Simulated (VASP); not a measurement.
# CsTl (Pm-3m) in VASP: further runs

Runs on CsTl. Level: PBE. Tasks: single point.

Everything below comes from runs of VASP 6.6.1. Logs are shortened: lines on timing, memory, paths and dates and some standing lists are left out, and cuts for length are marked.

## Step 1: The cell of the first run

It takes space group Pm-3m (No. 221, cubic). The conventional cell has a = 4.523 Å, b = 4.523 Å, c = 4.523 Å, α = 90.00°, β = 90.00°, γ = 90.00°. Within 5.1 Å of Cs (site symmetry m-3m) lie 8 Tl at 3.92 Å and 6 Cs at 4.52 Å. Within 5.1 Å of Tl (site symmetry m-3m) lie 8 Cs at 3.92 Å and 6 Tl at 4.52 Å.

The cell was generated, and may not be a known phase.

## Step 2: Single point, PBE

Contents of INCAR:

```
  PREC = Accurate
  ENCUT = 520
  EDIFF = 1E-6
  ISMEAR = 0
  SIGMA = 0.1
  LREAL = False
  LASPH = True
  NELM = 60
  ALGO = Normal
  ISIF = 2
  LWAVE = False
  LCHARG = False
  GGA = PE
  NBANDS = 18
```

Contents of KPOINTS:

```
regular mesh
0
Gamma
  4 4 4
```

Contents of POSCAR:

```
CsTl
1.0
    4.5226712400      0.0000000000      0.0000000000
    0.0000000000      4.5226712400      0.0000000000
    0.0000000000      0.0000000000      4.5226712400
Cs Tl
1 1
Direct
    0.5000000000      0.5000000000      0.5000000000
    0.0000000000      0.0000000000      0.0000000000
```

Potentials or basis: VASP PAW PBE potentials, release 64 (Cs_sv, Tl_d).

Started as:

```console
$ cat potpaw_PBE.64/Cs_sv/POTCAR potpaw_PBE.64/Tl_d/POTCAR > POTCAR
$ mpirun -np 1 vasp_std > vasp.out
```

OUTCAR:

```text
PREC = Accurate
   ENCUT = 520
   EDIFF = 1E-6
   ISMEAR = 0
   LREAL = False
   LASPH = True
   NELM = 60
   ISIF = 2
   GGA = PE

 ion  position               nearest neighbor table
   1  0.500  0.500  0.500-
   2  0.000  0.000  0.000-

  LATTYP: Found a simple cubic cell.
 ALAT       =     4.5226712400

  Lattice vectors:

 A1 = (   4.5226712400,   0.0000000000,   0.0000000000)
 A2 = (   0.0000000000,   4.5226712400,   0.0000000000)
 A3 = (   0.0000000000,   0.0000000000,   4.5226712400)

Analysis of symmetry for initial positions (statically):
=====================================================================
 Subroutine PRICEL returns:
 Original cell was already a primitive cell.

 Routine SETGRP: Setting up the symmetry group for a
 simple cubic supercell.

 Subroutine GETGRP returns: Found 48 space group operations
 (whereof 48 operations were pure point group operations)
 out of a pool of 48 trial point group operations.

The static configuration has the point symmetry O_h .

Analysis of symmetry for dynamics (positions and initial velocities):
=====================================================================
 Subroutine PRICEL returns:
 Original cell was already a primitive cell.

 Routine SETGRP: Setting up the symmetry group for a
 simple cubic supercell.

 Subroutine GETGRP returns: Found 48 space group operations
 (whereof 48 operations were pure point group operations)
 out of a pool of 48 trial point group operations.

The dynamic configuration has the point symmetry O_h .

 Subroutine INISYM returns: Found 48 space group operations
 (whereof 48 operations are pure point group operations),
 and found     1 'primitive' translations

----------------------------------------------------------------------------------------

                                     Primitive cell

  volume of cell :      92.5092

  direct lattice vectors                    reciprocal lattice vectors
     4.522671240  0.000000000  0.000000000     0.221108267  0.000000000  0.000000000
     0.000000000  4.522671240  0.000000000     0.000000000  0.221108267  0.000000000
     0.000000000  0.000000000  4.522671240     0.000000000  0.000000000  0.221108267

  length of vectors
     4.522671240  4.522671240  4.522671240     0.221108267  0.221108267  0.221108267

  position of ions in fractional coordinates (direct lattice)
     0.500000000  0.500000000  0.500000000
     0.000000000  0.000000000  0.000000000

  ion indices of the primitive-cell ions
   primitive index   ion index
                 1           1
                 2           2

----------------------------------------------------------------------------------------

 KPOINTS: regular mesh

Automatic generation of k-mesh.
 Grid dimensions read from file:
 generate k-points for:    4    4    4

 Generating k-lattice:

  Cartesian coordinates                     Fractional coordinates (reciprocal lattice)
     0.055277067  0.000000000  0.000000000     0.250000000  0.000000000  0.000000000
     0.000000000  0.055277067  0.000000000     0.000000000  0.250000000  0.000000000
     0.000000000  0.000000000  0.055277067     0.000000000  0.000000000  0.250000000

  Length of vectors
     0.055277067  0.055277067  0.055277067

  Shift w.r.t. Gamma in fractional coordinates (k-lattice)
     0.000000000  0.000000000  0.000000000

 Subroutine IBZKPT returns following result:
 ===========================================

 Found     10 irreducible k-points:

 Following reciprocal coordinates:
            Coordinates               Weight
  0.000000  0.000000  0.000000      1.000000
  0.250000  0.000000  0.000000      6.000000
  0.500000  0.000000  0.000000      3.000000
  0.250000  0.250000  0.000000     12.000000
  0.500000  0.250000  0.000000     12.000000
  0.500000  0.500000  0.000000      3.000000
  0.250000  0.250000  0.250000      8.000000
  0.500000  0.250000  0.250000     12.000000
  0.500000  0.500000  0.250000      6.000000
  0.500000  0.500000  0.500000      1.000000
   k-points           NKPTS =     10   k-points in BZ     NKDIM =     10   number of bands    NBANDS=     18
   number of dos      NEDOS =    301   number of ions     NIONS =      2
   total plane-waves  NPLWV =  46656
   dimension x,y,z NGX =    36 NGY =   36 NGZ =   36
   dimension x,y,z NGXF=    72 NGYF=   72 NGZF=   72
   ions per type =               1   1
   NGX,Y,Z   is equivalent  to a cutoff of  13.23, 13.23, 13.23 a.u.
   NGXF,Y,Z  is equivalent  to a cutoff of  26.47, 26.47, 26.47 a.u.
 SYSTEM =  unknown system
   PREC   = accura    normal or accurate (medium, high low for compatibility)
   ISTART =      0    job   : 0-new  1-cont  2-samecut
   ICHARG =      2    charge: 1-file 2-atom 10-const
   ISPIN  =      1    spin polarized calculation?
   LNONCOLLINEAR =      F non collinear calculations
   LSORBIT =      F    spin-orbit coupling
   LASPH  =      T    aspherical Exc in radial PAW
   ENCUT  =  520.0 eV  38.22 Ry    6.18 a.u.   8.41  8.41  8.41*2*pi/ulx,y,z
   NELM   =     60;   NELMIN=  2; NELMDL= -5     # of ELM steps
   EDIFF  = 0.1E-05   stopping-criterion for ELM
   LREAL  =      F    real-space projection
   EDIFFG = 0.1E-04   stopping-criterion for IOM
   NSW    =      0    number of steps for IOM
   IBRION =     -1    ionic relax: 0-MD 1-quasi-New 2-CG
   NFREE  =      0    steps in history (QN), initial steepest desc. (CG)
   ISIF   =      2    stress and relaxation
   ISYM   =      2    0-nonsym 1-usesym 2-fastsym
   POTIM  = 0.5000    time-step for ionic-motion
   TEBEG  =    0.0;   TEEND  =   0.0 temperature during run
   PSTRESS=    0.0 pullay stress
   NELECT =      22.0000    total number of electrons
   NUPDOWN=      -1.0000    fix difference up-down
   EMIN   =  10.00;   EMAX   =-10.00  energy-range for DOS
   EFERMI =   0.00;   METHOD = LEGACY
   ISMEAR =     0;   SIGMA  =   0.10  broadening in eV -4-tet -1-fermi 0-gaus
   EFERMI_NEDOS =   21; number of points for ismear=-14 and -15
   IALGO  =     38    algorithm
   IMIX   =      4    mixing-type and parameters
     AMIX     =   0.40;   BMIX     =  1.00
     AMIX_MAG =   1.60;   BMIX_MAG =  1.00
  volume/ion in A,a.u.               =      46.25       312.14
  Fermi-wavevector in a.u.,A,eV,Ry     =   1.014271  1.916694 13.996936  1.028746
  Thomas-Fermi vector in A             =   2.147489
   LORBIT       =      0    0 simple, 1 ext, 2 COOP (PROOUT), +10 PAW based schemes
   GGA     = PE    functional components
   LHFCALC =     F    Hartree Fock is set to
   AEXX    =    0.0000 exact exchange contribution
   IVDW    =     0    specifies the selected vdW correction
   LEPSILON=     F    determine dielectric tensor
   LRPA    =     F    only Hartree local field effects (RPA)
 non-spin polarized calculation
 Gauss-broadening in eV      SIGMA  =   0.10
  energy-cutoff  :      520.00
  volume of cell :       92.51
 maximum number of plane-waves:      2517
 NGX is ok and might be reduce to    36
   NGX = 17   NGY = 17   NGZ = 17

 number of electron      22.0000002 magnetization

 Free energy of the ion-electron system (eV)
  ---------------------------------------------------
  ext. energy  EPLUGINS =         0.00000000
  ---------------------------------------------------
  free energy    TOTEN  =        -2.86948868 eV

  energy without entropy =       -2.85959177  energy(sigma->0) =       -2.86454022

 E-fermi :   3.1099     XC(G=0):  -8.1459

 val. band max:        2.8735749407   @ k =   0.2500   0.2500   0.0000
 cond. band min:       3.1408192539   @ k =   0.5000   0.2500   0.2500
 fundamental gap:      0.2672443132
 Fermi energy:         3.1098852807

 k-point     1 :       0.0000    0.0000    0.0000
  band No.  band energies     occupation
      1     -19.5653      2.00000
      2      -8.7229      2.00000
      3      -8.7229      2.00000
      4      -8.6882      2.00000
      5      -8.6882      2.00000
      6      -8.6882      2.00000
[... 10 lines left out ...]
     17       8.9581      0.00000
     18       8.9581      0.00000

 k-point     2 :       0.2500    0.0000    0.0000
  band No.  band energies     occupation
      1     -19.5511      2.00000
      2      -8.7211      2.00000
      3      -8.7058      2.00000
      4      -8.7058      2.00000
      5      -8.7009      2.00000
      6      -8.6871      2.00000
[... 10 lines left out ...]
     17       9.0342      0.00000
     18       9.4007      0.00000

 k-point     3 :       0.5000    0.0000    0.0000
  band No.  band energies     occupation
      1     -19.5368      2.00000
      2      -8.7229      2.00000
      3      -8.7229      2.00000
      4      -8.7193      2.00000
      5      -8.6860      2.00000
      6      -8.6805      2.00000
[... 10 lines left out ...]
     17       9.1160      0.00000
     18       9.7152      0.00000

 k-point     4 :       0.2500    0.2500    0.0000
  band No.  band energies     occupation
      1     -19.5376      2.00000
      2      -8.7160      2.00000
      3      -8.7070      2.00000
      4      -8.7047      2.00000
      5      -8.6961      2.00000
      6      -8.6853      2.00000
[... 10 lines left out ...]
     17       7.9291      0.00000
     18       9.9206      0.00000

 k-point     5 :       0.5000    0.2500    0.0000
  band No.  band energies     occupation
      1     -19.5240      2.00000
      2      -8.7207      2.00000
      3      -8.7135      2.00000
      4      -8.7043      2.00000
      5      -8.6951      2.00000
      6      -8.6637      2.00000
[... 10 lines left out ...]
     17       8.8242      0.00000
     18       9.0053      0.00000

 k-point     6 :       0.5000    0.5000    0.0000
  band No.  band energies     occupation
      1     -19.5111      2.00000
      2      -8.7169      2.00000
      3      -8.7040      2.00000
      4      -8.7040      2.00000
      5      -8.6953      2.00000
      6      -8.6413      2.00000
[... 10 lines left out ...]
     17       7.3130      0.00000
     18      10.4463      0.00000

 k-point     7 :       0.2500    0.2500    0.2500
  band No.  band energies     occupation
      1     -19.5244      2.00000
      2      -8.7210      2.00000
      3      -8.7210      2.00000
      4      -8.7025      2.00000
      5      -8.6823      2.00000
      6      -8.6823      2.00000
[... 10 lines left out ...]
     17       9.6722      0.00000
     18       9.7031      0.00000

 k-point     8 :       0.5000    0.2500    0.2500
  band No.  band energies     occupation
      1     -19.5112      2.00000
      2      -8.7436      2.00000
      3      -8.7167      2.00000
      4      -8.7114      2.00000
      5      -8.6807      2.00000
      6      -8.6569      2.00000
[... 10 lines left out ...]
     17      10.1803      0.00000
     18      10.8454      0.00000

 k-point     9 :       0.5000    0.5000    0.2500
  band No.  band energies     occupation
      1     -19.4983      2.00000
      2      -8.7408      2.00000
      3      -8.7364      2.00000
      4      -8.7364      2.00000
      5      -8.6677      2.00000
      6      -8.6408      2.00000
[... 10 lines left out ...]
     17      10.1622      0.00000
     18      10.5449      0.00000

 k-point    10 :       0.5000    0.5000    0.5000
  band No.  band energies     occupation
      1     -19.4854      2.00000
      2      -8.7669      2.00000
      3      -8.7669      2.00000
      4      -8.7669      2.00000
      5      -8.6402      2.00000
      6      -8.6402      2.00000
[... 10 lines left out ...]
     17      10.6519      0.00000
     18      10.6519      0.00000

------------------------ aborting loop because EDIFF is reached ----------------------------------------

  FORCE on cell =-STRESS in cart. coord.  units (eV):
  Direction    XX          YY          ZZ          XY          YZ          ZX
  --------------------------------------------------------------------------------------
  -------------------------------------------------------------------------------------
  Total        0.5254155      0.5254155      0.5254155     -0.0000000     -0.0000000      0.0000000
  in kB        9.0997278      9.0997278      9.0997278     -0.0000000     -0.0000000      0.0000000
  external PRESSURE =       9.0997278 kB  Pullay stress =       0.0000000 kB

 VOLUME and BASIS-vectors are now :
 -----------------------------------------------------------------------------
  energy-cutoff  :      520.00
  volume of cell :       92.51
      direct lattice vectors                 reciprocal lattice vectors
     4.522671240  0.000000000  0.000000000     0.221108267  0.000000000  0.000000000
     0.000000000  4.522671240  0.000000000     0.000000000  0.221108267  0.000000000
     0.000000000  0.000000000  4.522671240     0.000000000  0.000000000  0.221108267

 POSITION                                       TOTAL-FORCE (eV/Angst)
 -----------------------------------------------------------------------------------
      2.26134      2.26134      2.26134         0.000000      0.000000      0.000000
      0.00000      0.00000      0.00000         0.000000      0.000000      0.000000
 -----------------------------------------------------------------------------------
    total drift:                                0.000000      0.000000      0.000000

  FREE ENERGIE OF THE ION-ELECTRON SYSTEM (eV)
  ---------------------------------------------------
  free  energy   TOTEN  =        -2.8694886802 eV

  energy  without entropy=       -2.8595917697  energy(sigma->0) =       -2.86454022
```

Run time: 17 s. Hardware: 1 thread of Intel Xeon Platinum 8375C at 2.90GHz (Ice Lake), shared host; peak memory 0.2 GiB.

Results:

| Quantity | Value |
| --- | --- |
| Free energy | -2.8695 eV |
| Pressure | 0.9 GPa |
| Band gap on the k mesh | zero (bands 11 and 12 overlap by 2.77 eV) |

Caveat: spin-orbit coupling is left out, which moves the levels of the heavy elements.

[end of part 1 of 3]

The gap in the log of VASP goes by the Fermi energy; the results here count the filled bands.